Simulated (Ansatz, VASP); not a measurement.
## KCaHfSbO6 in VASP and in Ansatz

File INCAR:

```
SYSTEM = KCaHfSbO6
  ALGO = Normal
  EDIFF = 1E-6
  EDIFFG = -0.005
  ENCUT = 600
  GGA = PS
  IBRION = 2
  ISIF = 3
  ISMEAR = 0
  LASPH = .TRUE.
  LCHARG = .FALSE.
  LREAL = .FALSE.
  LWAVE = .FALSE.
  NELM = 60
  NSW = 100
  PREC = Accurate
  SIGMA = 0.02
```

The input KPOINTS:

```
k-points
0
G
  6 6 6
  0 0 0
```

POSCAR

```
KCaHfSbO6
1.0
    0.0000000000      4.0554710300      4.0554710300
    4.0554710300      0.0000000000      4.0554710300
    4.0554710300      4.0554710300      0.0000000000
K Ca Hf Sb O
1 1 1 1 6
Direct
    0.2500000000      0.2500000000      0.2500000000
    0.7500000000      0.7500000000      0.7500000000
    0.0000000000      0.0000000000      0.0000000000
    0.5000000000      0.5000000000      0.5000000000
    0.7456328300      0.2543671700      0.2543671700
    0.2543671700      0.7456328300      0.7456328300
    0.7456328300      0.7456328300      0.2543671700
    0.2543671700      0.2543671700      0.7456328300
    0.2543671700      0.7456328300      0.2543671700
    0.7456328300      0.2543671700      0.7456328300
```

Input for Ansatz:

```yaml
crystal:
  lattice:
    - [0.0, 4.05547103, 4.05547103]
    - [4.05547103, 0.0, 4.05547103]
    - [4.05547103, 4.05547103, 0.0]
  atoms:
    - { symbol: K, position: [0.25, 0.25, 0.25] }
    - { symbol: Ca, position: [0.75, 0.75, 0.75] }
    - { symbol: Hf, position: [0.0, 0.0, 0.0] }
    - { symbol: Sb, position: [0.5, 0.5, 0.5] }
    - { symbol: O, position: [0.74563283, 0.25436717, 0.25436717] }
    - { symbol: O, position: [0.25436717, 0.74563283, 0.74563283] }
    - { symbol: O, position: [0.74563283, 0.74563283, 0.25436717] }
    - { symbol: O, position: [0.25436717, 0.25436717, 0.74563283] }
    - { symbol: O, position: [0.25436717, 0.74563283, 0.25436717] }
    - { symbol: O, position: [0.74563283, 0.25436717, 0.74563283] }
basis:
  ecutwfc: 420
kpoints:
  mp_grid: { grid: [6, 6, 6] }
hamiltonian:
  xc: pbesol
scf:
  occupations: { method: gaussian, width: 0.02 }
output:
  forces: true
  stress: true
  eigenvalues: true
relax:
  adjacent_minimum: "off"
  f_tol: 0.005
  max_steps: 80
  cell: { stress_tol: 0.05 }
```

Alike in both runs: task relaxation of cell and atoms; functional PBEsol; k mesh 6 × 6 × 6; occupations gaussian, width 0.02 eV; no spin polarisation.

|  | VASP | Ansatz |
| --- | --- | --- |
| version | VASP 6.6.1 | Ansatz 0.2.0 |
| potentials or method | VASP PAW PBE potentials, release 64 (K_sv, Ca_sv, Hf_pv, Sb, O), cutoff 600 eV | scalar-relativistic, plane waves, PAW |
| valence electrons in the cell | 70 | 96 |

|  | VASP | Ansatz | Ansatz less VASP |
| --- | --- | --- | --- |
| gap on the k mesh at the Fermi level, each at its own relaxed structure (eV) | 3.55 | 3.58 | +0.037 |
| relaxed volume (Å³/atom) | 12.94 | 12.99 | +0.049 |
| relaxed length of the cell vector where the two differ most in proportion (Å) | 5.677 | 5.684 | +0.0072 |

VASP's potentials were made for PBE, not for PBEsol. VASP's potentials hold 70 valence electrons a cell and Ansatz's 96, so a difference there can come from the potentials and not from the codes.

Spin-orbit coupling is off throughout.
